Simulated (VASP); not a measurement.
Write the native input for VASP 6.6.1 that does the following.

| Quantity | Value |
| --- | --- |
| Task | single point |
| Functional | PBE |
| Dispersion | D3(BJ) |
| Potentials or basis | VASP PAW PBE potentials, release 64 (Sn_d) |
| Cutoff | 520 eV |
| k mesh | 18 × 18 × 12 |
| Occupations | gaussian, width 0.15 eV |
| Spin | no spin polarisation |
| Dipole correction | no |
| Further INCAR settings | ALGO = Fast; EDIFF = 1e-06; NBANDS = 21 |

The structure of Sn lies in POSCAR:

```
Sn
1.0
   -1.7544065422      1.7546136957     -2.1674907473
   -1.7544065422      1.7546136957      2.1674907473
    3.5088130844      3.5092273914      0.0000000000
Sn
2
Direct
    0.0604533520      0.0604533520     -0.0000071019
    0.4395466480      0.4395466480      0.5000071019
```

This cell differs from its parent crystal: atoms displaced along a vibrational mode.

The input as run:

INCAR

```
ALGO = Fast ; EDIFF = 1E-6
ENCUT = 520 ; GGA = PE
ISIF = 2 ; ISMEAR = 0
IVDW = 12 ; LASPH = T
LCHARG = T ; LELF = T
LREAL = F ; LVHAR = T
LWAVE = F ; NBANDS = 21
NELM = 60 ; PREC = Accurate
SIGMA = 0.15
```

KPOINTS

```
k-points
0
Gamma
  18 18 12
```

Potentials or basis: VASP PAW PBE potentials, release 64 (Sn_d).

The run is started by

```console
$ cat potpaw_PBE.64/Sn_d/POTCAR > POTCAR
$ mpirun -np 1 vasp_std > vasp.out
```

Results of the run:

```
Pressure                   : 1.0 GPa
Largest force              : 0.179 eV/Å
Band gap on the k mesh     : zero (bands 14 and 15 overlap by 5.59 eV)
Dispersion energy per atom : -0.393 eV
```

Caveat: the cell differs from its parent crystal (atoms displaced along a vibrational mode); spin-orbit coupling is left out, which moves the levels of the heavy elements.

Wall time 35 min on 1 thread of AMD EPYC 7R13, on a shared host, peak memory 0.89 GiB.
